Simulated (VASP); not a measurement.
# SnO2 (I-42d) in VASP: further runs

Runs on SnO2. Level: PBE. Tasks: single point.

All numbers are computed with VASP 6.6.1; they aren't measurements. Logs are shortened: lines on timing, memory, paths and dates and some standing lists are left out, and cuts for length are marked.

## (1) The cell of the first run

It takes space group I-42d (No. 122, tetragonal). The conventional cell has a = 4.376 Å, b = 4.376 Å, c = 7.292 Å, α = 90.00°, β = 90.00°, γ = 90.00°. Within 2.3 Å of Sn (site symmetry -4) lie 4 O at 1.70 Å. Within 2.3 Å of O (site symmetry 2) lie 2 Sn at 1.70 Å.

## (2) Single point, PBE

Contents of INCAR:

```
SYSTEM = SnO2
ALGO     = Normal         ! electronic algorithm
EDIFF    = 1E-6           ! SCF threshold, eV
ENCUT    = 520            ! plane-wave cutoff, eV
GGA      = PE             ! functional
ISIF     = 2              ! what is computed and relaxed
ISMEAR   = -1             ! smearing method
LASPH    = .TRUE.         ! aspherical terms in the spheres
LCHARG   = .TRUE.         ! write CHGCAR
LELF     = .TRUE.         ! ELF
LREAL    = .FALSE.        ! projectors in reciprocal space
LVHAR    = .TRUE.       
LWAVE    = .FALSE.        ! write WAVECAR
NBANDS   = 35             ! bands
NELM     = 80             ! most SCF steps
PREC     = Accurate       ! precision mode
SIGMA    = 0.1            ! smearing width, eV
```

Contents of KPOINTS:

```
k-points
0
G
  5 5 5
  0 0 0
```

Contents of POSCAR:

```
SnO2
1.0
    0.0000000000      4.3760040000      0.0000000000
    4.3760040000      0.0000000000      0.0000000000
    2.1880020000      2.1880020000     -3.6458900000
Sn O
2 4
Direct
    0.0000000000      0.0000000000      0.0000000000
    0.7500000000      0.2500000000      0.5000000000
    0.3750000000      0.3390000000      0.7500000000
    0.6610000000      0.1250000000      0.2500000000
    0.8750000000      0.9110000000      0.7500000000
    0.0890000000      0.6250000000      0.2500000000
```

Potentials or basis: VASP PAW PBE potentials, release 64 (Sn_d, O).

Run with:

```console
cat potpaw_PBE.64/Sn_d/POTCAR potpaw_PBE.64/O/POTCAR > POTCAR
mpirun -np 1 vasp_std > vasp.out
```

OUTCAR:

```text
SYSTEM = SnO2
   EDIFF = 1E-6
   ENCUT = 520
   GGA = PE
   ISIF = 2
   ISMEAR = -1
   LASPH = .TRUE.
   LREAL = .FALSE.
   NELM = 80
   PREC = Accurate

 ion  position               nearest neighbor table
   1  0.000  0.000  0.000-   3 1.70   4 1.70   5 1.70   6 1.70   2 2.85   2 2.85   2 2.85   2 2.85

   2  0.750  0.250  0.500-   3 1.70   4 1.70   5 1.70   6 1.70   1 2.85   1 2.85   1 2.85   1 2.85

   3  0.375  0.339  0.750-   1 1.70   2 1.70
   4  0.661  0.125  0.250-   1 1.70   2 1.70
   5  0.875  0.911  0.750-   1 1.70   2 1.70
   6  0.089  0.625  0.250-   1 1.70   2 1.70

  LATTYP: Found a body centered tetragonal cell.
 ALAT       =     4.3760040000
 C/A-ratio  =     1.6663101770

  Lattice vectors:

 A1 = (  -2.1880020000,   2.1880020000,   3.6458900000)
 A2 = (   2.1880020000,  -2.1880020000,   3.6458900000)
 A3 = (   2.1880020000,   2.1880020000,  -3.6458900000)

Analysis of symmetry for initial positions (statically):
=====================================================================
 Subroutine PRICEL returns:
 Original cell was already a primitive cell.

 Routine SETGRP: Setting up the symmetry group for a
 body centered tetragonal supercell.

 Subroutine GETGRP returns: Found  8 space group operations
 (whereof  4 operations were pure point group operations)
 out of a pool of 16 trial point group operations.

The static configuration has the point symmetry S_4 .
 The point group associated with its full space group is D_2d.

Analysis of symmetry for dynamics (positions and initial velocities):
=====================================================================
 Subroutine PRICEL returns:
 Original cell was already a primitive cell.

 Routine SETGRP: Setting up the symmetry group for a
 body centered tetragonal supercell.

 Subroutine GETGRP returns: Found  8 space group operations
 (whereof  4 operations were pure point group operations)
 out of a pool of 16 trial point group operations.

The dynamic configuration has the point symmetry S_4 .
 The point group associated with its full space group is D_2d.

 Subroutine INISYM returns: Found  8 space group operations
 (whereof  4 operations are pure point group operations),
 and found     1 'primitive' translations

----------------------------------------------------------------------------------------

                                     Primitive cell

  volume of cell :      69.8166

  direct lattice vectors                    reciprocal lattice vectors
     0.000000000  4.376004000  0.000000000     0.000000000  0.228518987  0.137140726
     4.376004000  0.000000000  0.000000000     0.228518987  0.000000000  0.137140726
     2.188002000  2.188002000 -3.645890000     0.000000000  0.000000000 -0.274281451

  length of vectors
     4.376004000  4.376004000  4.781968151     0.266511737  0.266511737  0.274281451

  position of ions in fractional coordinates (direct lattice)
     0.000000000  0.000000000  0.000000000
     0.750000000  0.250000000  0.500000000
     0.375000000  0.339000000  0.750000000
     0.661000000  0.125000000  0.250000000
     0.875000000  0.911000000  0.750000000
     0.089000000  0.625000000  0.250000000

  ion indices of the primitive-cell ions
   primitive index   ion index
                 1           1
                 2           2
                 3           3
                 4           4
                 5           5
                 6           6

----------------------------------------------------------------------------------------

 KPOINTS: k-points

Automatic generation of k-mesh.
 Grid dimensions read from file:
 generate k-points for:    5    5    5

 Generating k-lattice:

  Cartesian coordinates                     Fractional coordinates (reciprocal lattice)
     0.000000000  0.045703797  0.027428145     0.200000000  0.000000000 -0.000000000
     0.045703797  0.000000000  0.027428145     0.000000000  0.200000000 -0.000000000
     0.000000000  0.000000000 -0.054856290     0.000000000  0.000000000  0.200000000

  Length of vectors
     0.053302347  0.053302347  0.054856290

  Shift w.r.t. Gamma in fractional coordinates (k-lattice)
     0.000000000  0.000000000  0.000000000

 Subroutine IBZKPT returns following result:
 ===========================================

 Found     18 irreducible k-points:

 Following reciprocal coordinates:
            Coordinates               Weight
  0.000000  0.000000  0.000000      1.000000
  0.200000  0.000000  0.000000      8.000000
  0.400000  0.000000  0.000000      8.000000
  0.200000  0.200000  0.000000      8.000000
  0.400000  0.200000  0.000000     16.000000
 -0.400000  0.200000 -0.000000     16.000000
[... 10 lines left out ...]
  0.000000  0.000000  0.400000      2.000000
 -0.200000  0.000000  0.400000      4.000000
   k-points           NKPTS =     18   k-points in BZ     NKDIM =     18   number of bands    NBANDS=     35
   number of dos      NEDOS =    301   number of ions     NIONS =      6
   total plane-waves  NPLWV =  46656
   dimension x,y,z NGX =    36 NGY =   36 NGZ =   36
   dimension x,y,z NGXF=    72 NGYF=   72 NGZF=   72
   ions per type =               2   4
   NGX,Y,Z   is equivalent  to a cutoff of  13.68, 13.68, 12.52 a.u.
   NGXF,Y,Z  is equivalent  to a cutoff of  27.35, 27.35, 25.03 a.u.
 SYSTEM =  SnO2
   PREC   = accura    normal or accurate (medium, high low for compatibility)
   ISTART =      0    job   : 0-new  1-cont  2-samecut
   ICHARG =      2    charge: 1-file 2-atom 10-const
   ISPIN  =      1    spin polarized calculation?
   LNONCOLLINEAR =      F non collinear calculations
   LSORBIT =      F    spin-orbit coupling
   LASPH  =      T    aspherical Exc in radial PAW
   ENCUT  =  520.0 eV  38.22 Ry    6.18 a.u.   8.14  8.14  8.89*2*pi/ulx,y,z
   NELM   =     80;   NELMIN=  2; NELMDL= -5     # of ELM steps
   EDIFF  = 0.1E-05   stopping-criterion for ELM
   LREAL  =      F    real-space projection
   EDIFFG = 0.1E-04   stopping-criterion for IOM
   NSW    =      0    number of steps for IOM
   IBRION =     -1    ionic relax: 0-MD 1-quasi-New 2-CG
   NFREE  =      0    steps in history (QN), initial steepest desc. (CG)
   ISIF   =      2    stress and relaxation
   ISYM   =      2    0-nonsym 1-usesym 2-fastsym
   POTIM  = 0.5000    time-step for ionic-motion
   TEBEG  =    0.0;   TEEND  =   0.0 temperature during run
   PSTRESS=    0.0 pullay stress
   NELECT =      52.0000    total number of electrons
   NUPDOWN=      -1.0000    fix difference up-down
   EMIN   =  10.00;   EMAX   =-10.00  energy-range for DOS
   EFERMI =   0.00;   METHOD = LEGACY
   ISMEAR =    -1;   SIGMA  =   0.10  broadening in eV -4-tet -1-fermi 0-gaus
   EFERMI_NEDOS =   21; number of points for ismear=-14 and -15
   IALGO  =     38    algorithm
   IMIX   =      4    mixing-type and parameters
     AMIX     =   0.40;   BMIX     =  1.00
     AMIX_MAG =   1.60;   BMIX_MAG =  1.00
  volume/ion in A,a.u.               =      11.64        78.52
  Fermi-wavevector in a.u.,A,eV,Ry     =   1.483963  2.804283 29.962001  2.202145
  Thomas-Fermi vector in A             =   2.597559
   LORBIT       =      0    0 simple, 1 ext, 2 COOP (PROOUT), +10 PAW based schemes
   GGA     = PE    functional components
   LHFCALC =     F    Hartree Fock is set to
   AEXX    =    0.0000 exact exchange contribution
   IVDW    =     0    specifies the selected vdW correction
   LEPSILON=     F    determine dielectric tensor
   LRPA    =     F    only Hartree local field effects (RPA)
 non-spin polarized calculation
  energy-cutoff  :      520.00
  volume of cell :       69.82
 maximum number of plane-waves:      1901
 NGX is ok and might be reduce to    36
   NGX = 17   NGY = 17   NGZ = 17

 number of electron      52.0000000 magnetization

 Free energy of the ion-electron system (eV)
  ---------------------------------------------------
  ext. energy  EPLUGINS =         0.00000000
  ---------------------------------------------------
  free energy    TOTEN  =       -23.14060707 eV

  energy without entropy =      -23.14060705  energy(sigma->0) =      -23.14060706

 E-fermi :   7.3832     XC(G=0): -10.9727

 val. band max:        5.7842909353   @ k =   0.0000   0.0000   0.0000
 cond. band min:       8.8457982030   @ k =   0.0000   0.0000   0.0000
 fundamental gap:      3.0615072677
 Fermi energy:         7.3832469680

 k-point     1 :       0.0000    0.0000    0.0000
  band No.  band energies     occupation
      1     -16.2990      2.00000
      2     -16.2378      2.00000
      3     -16.2378      2.00000
      4     -14.9066      2.00000
      5     -13.9524      2.00000
      6     -13.7862      2.00000
[... 27 lines left out ...]
     34      19.2527      0.00000
     35      19.6495      0.00000

 k-point     2 :       0.2000    0.0000    0.0000
  band No.  band energies     occupation
      1     -16.3069      2.00000
      2     -16.2361      2.00000
      3     -16.1899      2.00000
      4     -15.1116      2.00000
      5     -13.9439      2.00000
      6     -13.7505      2.00000
[... 27 lines left out ...]
     34      19.1751      0.00000
     35      19.5317      0.00000

 k-point     3 :       0.4000    0.0000    0.0000
  band No.  band energies     occupation
      1     -16.3044      2.00000
      2     -16.2605      2.00000
      3     -16.0688      2.00000
      4     -15.3870      2.00000
      5     -13.9601      2.00000
      6     -13.7282      2.00000
[... 27 lines left out ...]
     34      18.8273      0.00000
     35      19.7474      0.00000
[... 495 lines left out ...]
 k-point    17 :       0.0000    0.0000    0.4000
  band No.  band energies     occupation
      1     -16.2518      2.00000
      2     -16.2518      2.00000
      3     -15.9802      2.00000
      4     -15.6270      2.00000
      5     -13.6200      2.00000
      6     -13.6200      2.00000
[... 27 lines left out ...]
     34      20.1240      0.00000
     35      20.9930      0.00000

 k-point    18 :      -0.2000    0.0000    0.4000
  band No.  band energies     occupation
      1     -16.2808      2.00000
      2     -16.2457      2.00000
      3     -15.8620      2.00000
      4     -15.7465      2.00000
      5     -13.7527      2.00000
      6     -13.6093      2.00000
[... 27 lines left out ...]
     34      19.5071      0.00000
     35      20.8244      0.00000

------------------------ aborting loop because EDIFF is reached ----------------------------------------

  FORCE on cell =-STRESS in cart. coord.  units (eV):
  Direction    XX          YY          ZZ          XY          YZ          ZX
  --------------------------------------------------------------------------------------
  -------------------------------------------------------------------------------------
  Total       61.1050891     61.1050891     53.6655009      0.0000000      0.0000000      0.0000000
  in kB     1402.2614078   1402.2614078   1231.5350823      0.0000000      0.0000000      0.0000000
  external PRESSURE =    1345.3526326 kB  Pullay stress =       0.0000000 kB

 VOLUME and BASIS-vectors are now :
 -----------------------------------------------------------------------------
  energy-cutoff  :      520.00
  volume of cell :       69.82
      direct lattice vectors                 reciprocal lattice vectors
     0.000000000  4.376004000  0.000000000     0.000000000  0.228518987  0.137140726
     4.376004000  0.000000000  0.000000000     0.228518987  0.000000000  0.137140726
     2.188002000  2.188002000 -3.645890000     0.000000000  0.000000000 -0.274281451

 POSITION                                       TOTAL-FORCE (eV/Angst)
 -----------------------------------------------------------------------------------
      0.00000      0.00000      0.00000        -0.000000      0.000000      0.000000
      2.18800      4.37600     -1.82295        -0.000000      0.000000      0.000000
      3.12447      3.28200     -2.73442        11.071627      0.000000      0.000000
      1.09400      3.43954     -0.91147        -0.000000    -11.071627      0.000000
      5.62754      5.47000     -2.73442       -11.071627      0.000000      0.000000
      3.28200      0.93646     -0.91147        -0.000000     11.071627      0.000000
 -----------------------------------------------------------------------------------
    total drift:                                0.000000      0.000000     -0.000002

  FREE ENERGIE OF THE ION-ELECTRON SYSTEM (eV)
  ---------------------------------------------------
  free  energy   TOTEN  =       -23.1406070719 eV

  energy  without entropy=      -23.1406070473  energy(sigma->0) =      -23.14060706
```

It took 52 s on 1 thread of Intel Xeon 6975P-C, shared host; peak memory 0.21 GiB.

What came out:

| Item | Value |
| --- | --- |
| Free energy | -23.1406 eV |
| Pressure | 134.5 GPa |
| Largest force | 11.072 eV/Å |
| Band gap on the k mesh | 3.06 eV, direct |

Forces on the atoms (eV/Å):
```
Sn    0.000   0.000   0.000
Sn    0.000   0.000   0.000
O    11.072   0.000   0.000
O     0.000 -11.072   0.000
O   -11.072   0.000   0.000
O     0.000  11.072   0.000
```

Caveat: spin-orbit coupling is left out, which moves the levels of the heavy elements; forces of over 1 eV/Å act on the atoms, so gaps and moduli don't describe the material at rest. A hybrid or GW would open this gap; PBE tends to underestimate it.

## (3) Single point, PBE

Contents of INCAR:

```
ALGO = Normal
EDIFF = 1E-6
ENCUT = 520
GGA = PE
ISIF = 2
ISMEAR = -1
LASPH = True
LCHARG = True
LELF = True
LREAL = False
LVHAR = True
LWAVE = False
NBANDS = 35
NELM = 60
PREC = Accurate
SIGMA = 0.1
```

Contents of KPOINTS:

```
k-points
0
Gamma
  5 5 5
```

POSCAR is that of step 2.

Potentials or basis: VASP PAW PBE potentials, release 64 (Sn_d, O).

Run with:

```console
cat potpaw_PBE.64/Sn_d/POTCAR potpaw_PBE.64/O/POTCAR > POTCAR
mpirun -np 1 vasp_std > vasp.out
```

OUTCAR:

```text
EDIFF = 1E-6
   ENCUT = 520
   GGA = PE
   ISIF = 2
   ISMEAR = -1
   LASPH = True
   LREAL = False
   NELM = 60
   PREC = Accurate

 ion  position               nearest neighbor table
   1  0.000  0.000  0.000-   3 1.70   4 1.70   5 1.70   6 1.70   2 2.85   2 2.85   2 2.85   2 2.85

   2  0.750  0.250  0.500-   3 1.70   4 1.70   5 1.70   6 1.70   1 2.85   1 2.85   1 2.85   1 2.85

   3  0.375  0.339  0.750-   1 1.70   2 1.70
   4  0.661  0.125  0.250-   1 1.70   2 1.70
   5  0.875  0.911  0.750-   1 1.70   2 1.70
   6  0.089  0.625  0.250-   1 1.70   2 1.70

  LATTYP: Found a body centered tetragonal cell.
 ALAT       =     4.3760040000
 C/A-ratio  =     1.6663101770

  Lattice vectors:

 A1 = (  -2.1880020000,   2.1880020000,   3.6458900000)
 A2 = (   2.1880020000,  -2.1880020000,   3.6458900000)
 A3 = (   2.1880020000,   2.1880020000,  -3.6458900000)

Analysis of symmetry for initial positions (statically):
=====================================================================
[... 175 lines left out ...]
 E-fermi :   7.3832     XC(G=0): -10.9727

 val. band max:        5.7842909353   @ k =   0.0000   0.0000   0.0000
 cond. band min:       8.8457982030   @ k =   0.0000   0.0000   0.0000
 fundamental gap:      3.0615072677
 Fermi energy:         7.3832469680

 k-point     1 :       0.0000    0.0000    0.0000
  band No.  band energies     occupation
      1     -16.2990      2.00000
      2     -16.2378      2.00000
      3     -16.2378      2.00000
      4     -14.9066      2.00000
      5     -13.9524      2.00000
      6     -13.7862      2.00000
[... 673 lines left out ...]
     34      19.5071      0.00000
     35      20.8244      0.00000

------------------------ aborting loop because EDIFF is reached ----------------------------------------

  FORCE on cell =-STRESS in cart. coord.  units (eV):
  Direction    XX          YY          ZZ          XY          YZ          ZX
  --------------------------------------------------------------------------------------
  -------------------------------------------------------------------------------------
  Total       61.1050891     61.1050891     53.6655009      0.0000000      0.0000000      0.0000000
  in kB     1402.2614078   1402.2614078   1231.5350823      0.0000000      0.0000000      0.0000000
  external PRESSURE =    1345.3526326 kB  Pullay stress =       0.0000000 kB

 VOLUME and BASIS-vectors are now :
 -----------------------------------------------------------------------------
  energy-cutoff  :      520.00
  volume of cell :       69.82
      direct lattice vectors                 reciprocal lattice vectors
     0.000000000  4.376004000  0.000000000     0.000000000  0.228518987  0.137140726
     4.376004000  0.000000000  0.000000000     0.228518987  0.000000000  0.137140726
     2.188002000  2.188002000 -3.645890000     0.000000000  0.000000000 -0.274281451

 POSITION                                       TOTAL-FORCE (eV/Angst)
 -----------------------------------------------------------------------------------
      0.00000      0.00000      0.00000        -0.000000      0.000000      0.000000
      2.18800      4.37600     -1.82295        -0.000000      0.000000      0.000000
      3.12447      3.28200     -2.73442        11.071627      0.000000      0.000000
      1.09400      3.43954     -0.91147        -0.000000    -11.071627      0.000000
      5.62754      5.47000     -2.73442       -11.071627      0.000000      0.000000
      3.28200      0.93646     -0.91147        -0.000000     11.071627      0.000000
 -----------------------------------------------------------------------------------
    total drift:                                0.000000      0.000000     -0.000002

  FREE ENERGIE OF THE ION-ELECTRON SYSTEM (eV)
  ---------------------------------------------------
  free  energy   TOTEN  =       -23.1406070719 eV

  energy  without entropy=      -23.1406070473  energy(sigma->0) =      -23.14060706
```

stdout:

```text
POSCAR found type information on POSCAR SnO
 POSCAR found :  2 types and       6 ions
 scaLAPACK will be used
 LDA part: xc-table for (Slater+PW92), standard interpolation
 POSCAR, INCAR and KPOINTS ok, starting setup
 FFT: planning ... GRIDC
 FFT: planning ... GRID_SOFT
 FFT: planning ... GRID
 WAVECAR not read
 entering main loop
```

Wall time 52 s (1 thread of Intel Xeon 6975P-C, shared host); peak memory 0.21 GiB.

What came out:

```yaml
Free_energy: -23.1406 eV
Pressure: 134.5 GPa
Largest_force: 11.072 eV/Å
Band_gap_on_the_k_mesh: 3.06 eV, direct
```

Forces on the atoms (eV/Å):
```
Sn    0.000   0.000   0.000
Sn    0.000   0.000   0.000
O    11.072   0.000   0.000
O     0.000 -11.072   0.000
O   -11.072   0.000   0.000
O     0.000  11.072   0.000
```

Stress tensor (GPa, compression positive):
```
140.23   0.00   0.00
  0.00 140.23   0.00
  0.00   0.00 123.15
```

Levels at points of the mesh, in eV from the valence-band top:
```
           k point  band 24  band 25  band 26  band 27  band 28  band 29
(0.00, 0.00, 0.00)    -0.21    -0.21     0.00     3.06     7.74    10.45
```

Caveat: spin-orbit coupling is left out, which moves the levels of the heavy elements; forces of over 1 eV/Å act on the atoms, so gaps and moduli don't describe the material at rest. Expect the measured gap to be larger: semilocal functionals such as PBE lack the derivative discontinuity.
